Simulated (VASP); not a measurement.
# La (Fm-3m) in VASP: single point with PBE

Aim: the single point of La with PBE.

All numbers are computed with VASP 6.6.1; they aren't measurements. Logs are shortened: lines on timing, memory, paths and dates and some standing lists are left out, and cuts for length are marked.

## Step 1: The cell of the first run

It takes space group Fm-3m (No. 225, cubic). The conventional cell has a = 5.289 Å, b = 5.289 Å, c = 5.289 Å, α = 90.00°, β = 90.00°, γ = 90.00°. La (site symmetry m-3m) has 12 La at 3.74 Å within 4.9 Å.

This isn't the form of La at room conditions, which is double hcp.

## Step 2: Single point, PBE

The input, INCAR:

```
SYSTEM = La
PREC = Accurate ; ENCUT = 520
EDIFF = 1E-6 ; ISMEAR = -1
SIGMA = 0.13605693000000002 ; LREAL = .False.
LASPH = .True. ; NELM = 80
ALGO = Normal ; ISIF = 2
LWAVE = .False. ; LCHARG = .False.
GGA = PE ; NBANDS = 12
```

The input, KPOINTS:

```
Automatic mesh
0
Gamma
  11 11 11
  0 0 0
```

The input, POSCAR:

```
La
1.0
    0.0000000000      2.6445479458      2.6445479458
    2.6445479458      0.0000000000      2.6445479458
    2.6445479458      2.6445479458      0.0000000000
La
1
Direct
    0.0000000000      0.0000000000      0.0000000000
```

Potentials or basis: VASP PAW PBE potentials, release 64 (La).

Run with:

```
> cat potpaw_PBE.64/La/POTCAR > POTCAR
> mpirun -np 1 vasp_std > vasp.out
```

OUTCAR:

```text
SYSTEM = La
   PREC = Accurate
   ENCUT = 520
   EDIFF = 1E-6
   ISMEAR = -1
   LREAL = .False.
   LASPH = .True.
   NELM = 80
   ISIF = 2
   GGA = PE

 ion  position               nearest neighbor table
   1  0.000  0.000  0.000-

  LATTYP: Found a face centered cubic cell.
 ALAT       =     5.2890958916

  Lattice vectors:

 A1 = (   0.0000000000,   2.6445479458,   2.6445479458)
 A2 = (   2.6445479458,   0.0000000000,   2.6445479458)
 A3 = (   2.6445479458,   2.6445479458,   0.0000000000)

Analysis of symmetry for initial positions (statically):
=====================================================================
 Subroutine PRICEL returns:
 Original cell was already a primitive cell.

 Routine SETGRP: Setting up the symmetry group for a
 face centered cubic supercell.

 Subroutine GETGRP returns: Found 48 space group operations
 (whereof 48 operations were pure point group operations)
 out of a pool of 48 trial point group operations.

The static configuration has the point symmetry O_h .

Analysis of symmetry for dynamics (positions and initial velocities):
=====================================================================
 Subroutine PRICEL returns:
 Original cell was already a primitive cell.

 Routine SETGRP: Setting up the symmetry group for a
 face centered cubic supercell.

 Subroutine GETGRP returns: Found 48 space group operations
 (whereof 48 operations were pure point group operations)
 out of a pool of 48 trial point group operations.

The dynamic configuration has the point symmetry O_h .

 Subroutine INISYM returns: Found 48 space group operations
 (whereof 48 operations are pure point group operations),
 and found     1 'primitive' translations

----------------------------------------------------------------------------------------

                                     Primitive cell

  volume of cell :      36.9900

  direct lattice vectors                    reciprocal lattice vectors
     0.000000000  2.644547946  2.644547946    -0.189068230  0.189068230  0.189068230
     2.644547946  0.000000000  2.644547946     0.189068230 -0.189068230  0.189068230
     2.644547946  2.644547946  0.000000000     0.189068230  0.189068230 -0.189068230

  length of vectors
     3.739955571  3.739955571  3.739955571     0.327475781  0.327475781  0.327475781

  position of ions in fractional coordinates (direct lattice)
     0.000000000  0.000000000  0.000000000

  ion indices of the primitive-cell ions
   primitive index   ion index
                 1           1

----------------------------------------------------------------------------------------

 KPOINTS: Automatic mesh

Automatic generation of k-mesh.
 Grid dimensions read from file:
 generate k-points for:   11   11   11

 Generating k-lattice:

  Cartesian coordinates                     Fractional coordinates (reciprocal lattice)
    -0.017188021  0.017188021  0.017188021     0.090909091  0.000000000  0.000000000
     0.017188021 -0.017188021  0.017188021     0.000000000  0.090909091  0.000000000
     0.017188021  0.017188021 -0.017188021     0.000000000  0.000000000  0.090909091

  Length of vectors
     0.029770526  0.029770526  0.029770526

  Shift w.r.t. Gamma in fractional coordinates (k-lattice)
     0.000000000  0.000000000  0.000000000

 Subroutine IBZKPT returns following result:
 ===========================================

 Found     56 irreducible k-points:

 Following reciprocal coordinates:
            Coordinates               Weight
  0.000000  0.000000  0.000000      1.000000
  0.090909  0.000000  0.000000      8.000000
  0.181818  0.000000  0.000000      8.000000
  0.272727  0.000000  0.000000      8.000000
  0.363636  0.000000  0.000000      8.000000
  0.454545  0.000000  0.000000      8.000000
[... 16 lines left out ...]
 -0.272727  0.181818  0.000000     24.000000
 -0.181818  0.181818  0.000000     12.000000
 [... further k-points ...]
   k-points           NKPTS =     56   k-points in BZ     NKDIM =     56   number of bands    NBANDS=     12
   number of dos      NEDOS =    301   number of ions     NIONS =      1
   total plane-waves  NPLWV =  21952
   dimension x,y,z NGX =    28 NGY =   28 NGZ =   28
   dimension x,y,z NGXF=    56 NGYF=   56 NGZF=   56
   ions per type =               1
   NGX,Y,Z   is equivalent  to a cutoff of  12.45, 12.45, 12.45 a.u.
   NGXF,Y,Z  is equivalent  to a cutoff of  24.89, 24.89, 24.89 a.u.
 SYSTEM =  La
   PREC   = accura    normal or accurate (medium, high low for compatibility)
   ISTART =      0    job   : 0-new  1-cont  2-samecut
   ICHARG =      2    charge: 1-file 2-atom 10-const
   ISPIN  =      1    spin polarized calculation?
   LNONCOLLINEAR =      F non collinear calculations
   LSORBIT =      F    spin-orbit coupling
   LASPH  =      T    aspherical Exc in radial PAW
   ENCUT  =  520.0 eV  38.22 Ry    6.18 a.u.   6.95  6.95  6.95*2*pi/ulx,y,z
   NELM   =     80;   NELMIN=  2; NELMDL= -5     # of ELM steps
   EDIFF  = 0.1E-05   stopping-criterion for ELM
   LREAL  =      F    real-space projection
[... 7 lines left out ...]
   TEBEG  =    0.0;   TEEND  =   0.0 temperature during run
   PSTRESS=    0.0 pullay stress
   NELECT =      11.0000    total number of electrons
   NUPDOWN=      -1.0000    fix difference up-down
   EMIN   =  10.00;   EMAX   =-10.00  energy-range for DOS
   EFERMI =   0.00;   METHOD = LEGACY
   ISMEAR =    -1;   SIGMA  =   0.14  broadening in eV -4-tet -1-fermi 0-gaus
   EFERMI_NEDOS =   21; number of points for ismear=-14 and -15
   IALGO  =     38    algorithm
   IMIX   =      4    mixing-type and parameters
     AMIX     =   0.40;   BMIX     =  1.00
     AMIX_MAG =   1.60;   BMIX_MAG =  1.00
  volume/ion in A,a.u.               =      36.99       249.62
  Fermi-wavevector in a.u.,A,eV,Ry     =   1.092725  2.064951 16.246014  1.194048
  Thomas-Fermi vector in A             =   2.228996
   LORBIT       =      0    0 simple, 1 ext, 2 COOP (PROOUT), +10 PAW based schemes
   GGA     = PE    functional components
   LHFCALC =     F    Hartree Fock is set to
   AEXX    =    0.0000 exact exchange contribution
   IVDW    =     0    specifies the selected vdW correction
   LEPSILON=     F    determine dielectric tensor
   LRPA    =     F    only Hartree local field effects (RPA)
 non-spin polarized calculation
  energy-cutoff  :      520.00
  volume of cell :       36.99
 maximum number of plane-waves:      1010
   NGX = 13   NGY = 13   NGZ = 13

 number of electron      10.9999999 magnetization

 Free energy of the ion-electron system (eV)
  ---------------------------------------------------
  ext. energy  EPLUGINS =         0.00000000
  ---------------------------------------------------
  free energy    TOTEN  =        -4.93745601 eV

  energy without entropy =       -4.83145665  energy(sigma->0) =       -4.88445633

 E-fermi :   7.8914     XC(G=0):  -9.5754

 val. band max:        7.8060841195   @ k =   0.3636   0.1818   0.0000
 cond. band min:       7.8982979406   @ k =  -0.3636   0.3636   0.1818
 fundamental gap:      0.0922138211
 Fermi energy:         7.8914155316

 k-point     1 :       0.0000    0.0000    0.0000
  band No.  band energies     occupation
      1     -24.9389      2.00000
      2      -7.9291      2.00000
      3      -7.9291      2.00000
      4      -7.9291      2.00000
      5       4.7303      2.00000
      6       9.2344      0.00010
      7       9.3990      0.00003
      8       9.3990      0.00003
      9       9.3990      0.00003
     10       9.7388      0.00000
     11       9.7388      0.00000
     12       9.7388      0.00000

 k-point     2 :       0.0909    0.0000    0.0000
  band No.  band energies     occupation
      1     -24.9236      2.00000
      2      -8.0548      2.00000
      3      -7.9438      2.00000
      4      -7.9438      2.00000
      5       4.9761      2.00000
      6       8.8016      0.00248
      7       9.4291      0.00002
      8       9.4291      0.00002
      9       9.6531      0.00000
     10       9.7402      0.00000
     11       9.7402      0.00000
     12       9.8156      0.00000

 k-point     3 :       0.1818    0.0000    0.0000
  band No.  band energies     occupation
      1     -24.8820      2.00000
      2      -8.3771      2.00000
      3      -7.9826      2.00000
      4      -7.9826      2.00000
      5       5.5841      2.00000
      6       8.4204      0.04015
      7       9.4579      0.00002
      8       9.4579      0.00002
      9       9.5879      0.00001
     10       9.7457      0.00000
     11       9.7457      0.00000
     12      10.0948      0.00000

 k-point     4 :       0.2727    0.0000    0.0000
  band No.  band energies     occupation
      1     -24.8267      2.00000
      2      -8.7714      2.00000
      3      -8.0327      2.00000
      4      -8.0327      2.00000
      5       6.1258      2.00000
      6       8.5234      0.01903
      7       9.4059      0.00003
      8       9.4059      0.00003
      9       9.4704      0.00002
     10       9.7559      0.00000
     11       9.7559      0.00000
     12      10.3084      0.00000

 k-point     5 :       0.3636    0.0000    0.0000
  band No.  band energies     occupation
      1     -24.7750      2.00000
      2      -9.1111      2.00000
      3      -8.0780      2.00000
      4      -8.0780      2.00000
      5       6.2447      1.99999
      6       9.1769      0.00016
      7       9.2934      0.00007
      8       9.2934      0.00007
      9       9.3905      0.00003
     10       9.7654      0.00000
     11       9.7654      0.00000
     12      10.2784      0.00000

 k-point     6 :       0.4545    0.0000    0.0000
  band No.  band energies     occupation
      1     -24.7438      2.00000
      2      -9.3044      2.00000
      3      -8.1046      2.00000
      4      -8.1046      2.00000
      5       6.2004      1.99999
      6       9.2054      0.00013
      7       9.2054      0.00013
      8       9.2611      0.00008
      9       9.7346      0.00000
     10       9.7707      0.00000
     11       9.7707      0.00000
     12      10.2262      0.00000

 k-point     7 :       0.0909    0.0909    0.0000
  band No.  band energies     occupation
      1     -24.9185      2.00000
      2      -8.0519      2.00000
      3      -7.9709      2.00000
      4      -7.9709      2.00000
      5       5.0593      2.00000
      6       8.6616      0.00694
      7       9.4728      0.00002
      8       9.4728      0.00002
      9       9.6153      0.00001
     10       9.7658      0.00000
     11       9.7934      0.00000
     12       9.7934      0.00000

 k-point     8 :       0.1818    0.0909    0.0000
  band No.  band energies     occupation
      1     -24.8856      2.00000
      2      -8.2918      2.00000
      3      -8.0199      2.00000
      4      -7.9991      2.00000
      5       5.5594      2.00000
      6       8.2915      0.10035
      7       9.3599      0.00004
      8       9.5286      0.00001
      9       9.6185      0.00001
     10       9.7773      0.00000
     11       9.8316      0.00000
     12      10.0108      0.00000
[... 166 lines left out ...]
 k-point    20 :       0.4545    0.1818    0.0000
  band No.  band energies     occupation
      1     -24.7329      2.00000
      2      -9.1123      2.00000
      3      -8.3216      2.00000
      4      -8.2096      2.00000
      5       6.8037      1.99933
      6       8.0421      0.49669
      7       8.8016      0.00248
      8       9.6045      0.00001
      9       9.8223      0.00000
     10       9.8324      0.00000
     11       9.9868      0.00000
     12      10.1663      0.00000

 k-point    21 :      -0.4545    0.1818    0.0000
  band No.  band energies     occupation
      1     -24.7153      2.00000
      2      -9.1966      2.00000
      3      -8.4012      2.00000
      4      -8.1907      2.00000
      5       6.8764      1.99885
      6       7.9983      0.62612
      7       9.2973      0.00007
      8       9.5324      0.00001
      9       9.7510      0.00000
     10       9.7824      0.00000
     11      10.0304      0.00000
     12      10.2094      0.00000

 k-point    22 :      -0.3636    0.1818    0.0000
  band No.  band energies     occupation
      1     -24.7256      2.00000
      2      -9.1346      2.00000
      3      -8.4320      2.00000
      4      -8.1415      2.00000
      5       7.0120      1.99689
      6       8.0836      0.39165
      7       9.1589      0.00018
      8       9.4895      0.00002
      9       9.7336      0.00000
     10       9.7376      0.00000
     11      10.0362      0.00000
     12      10.2332      0.00000

 k-point    23 :      -0.2727    0.1818    0.0000
  band No.  band energies     occupation
      1     -24.7604      2.00000
      2      -8.9560      2.00000
      3      -8.3903      2.00000
      4      -8.0770      2.00000
      5       7.0914      1.99443
      6       8.3493      0.06680
      7       8.4048      0.04491
      8       9.5036      0.00001
      9       9.6626      0.00000
     10       9.8425      0.00000
     11       9.9918      0.00000
     12      10.2473      0.00000

 k-point    24 :      -0.1818    0.1818    0.0000
  band No.  band energies     occupation
      1     -24.8081      2.00000
      2      -8.7319      2.00000
      3      -8.2656      2.00000
      4      -8.0171      2.00000
      5       6.6887      1.99971
      6       8.0378      0.50844
      7       8.7956      0.00260
      8       9.5662      0.00001
      9       9.5680      0.00001
     10       9.8744      0.00000
     11       9.9168      0.00000
     12      10.2145      0.00000

 [... further k-points ...]

------------------------ aborting loop because EDIFF is reached ----------------------------------------

  FORCE on cell =-STRESS in cart. coord.  units (eV):
  Direction    XX          YY          ZZ          XY          YZ          ZX
  --------------------------------------------------------------------------------------
  -------------------------------------------------------------------------------------
  Total        0.0412039      0.0412039      0.0412039     -0.0000000      0.0000000      0.0000000
  in kB        1.7846962      1.7846962      1.7846962     -0.0000000      0.0000000      0.0000000
  external PRESSURE =       1.7846962 kB  Pullay stress =       0.0000000 kB

 VOLUME and BASIS-vectors are now :
 -----------------------------------------------------------------------------
  energy-cutoff  :      520.00
  volume of cell :       36.99
      direct lattice vectors                 reciprocal lattice vectors
     0.000000000  2.644547946  2.644547946    -0.189068230  0.189068230  0.189068230
     2.644547946  0.000000000  2.644547946     0.189068230 -0.189068230  0.189068230
     2.644547946  2.644547946  0.000000000     0.189068230  0.189068230 -0.189068230

 POSITION                                       TOTAL-FORCE (eV/Angst)
 -----------------------------------------------------------------------------------
      0.00000      0.00000      0.00000         0.000000      0.000000      0.000000
 -----------------------------------------------------------------------------------
    total drift:                                0.000000      0.000000     -0.000000

  FREE ENERGIE OF THE ION-ELECTRON SYSTEM (eV)
  ---------------------------------------------------
  free  energy   TOTEN  =        -4.9374560069 eV

  energy  without entropy=       -4.8314566529  energy(sigma->0) =       -4.88445633
```

It took 34 s on 1 thread of AMD EPYC 7R13 (Zen 3), shared host; peak memory 0.15 GiB.

Results:

```
Free energy            : -4.9375 eV
Pressure               : 0.2 GPa
Band gap on the k mesh : zero (an odd number of electrons rules out a gap without spin polarisation)
```

Caveat: spin-orbit coupling is left out, which moves the levels of the heavy elements.
